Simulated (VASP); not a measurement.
The system is MgO (Periclase).

```
CELL_PARAMETERS angstrom
0.00000 2.10217 2.10217
2.10217 0.00000 2.10217
2.10217 2.10217 0.00000
ATOMIC_POSITIONS crystal
Mg 0.00000 0.00000 0.00000
O 0.50000 0.50000 0.50000
```

Base run:

- Program: VASP 6.6.1
- Functional: r2SCAN
- Dispersion: D3(BJ)
- Potentials or basis: VASP PAW PBE potentials, release 64 (Mg, O)
- Cutoff: 660 eV
- k mesh: 8 × 8 × 8
- Occupations: gaussian, width 0.01 eV
- Spin: no spin polarisation

Its results: band gap on the k mesh 5.66 eV, direct; pressure -3.9 GPa.

Question: After a change of settings the same cell gave: band gap on the k mesh 5.62 eV, direct; pressure -2.4 GPa. Which change was it?
A. dispersion from D3(BJ) to none; cutoff from 660 eV to 520 eV; further incar settings from ALGO = Normal; EDIFF = 1e-06; NBANDS = 11 to ALGO = Normal; EDIFF = 1e-07; NBANDS = 11
B. dispersion from D3(BJ) to none; occupations from gaussian, width 0.01 eV to fermi-dirac, width 0.001 eV
C. dispersion from D3(BJ) to rVV10

Answer: C.

Caveats: the PAW data sets were made with another functional, which shifts forces and pressure a little.
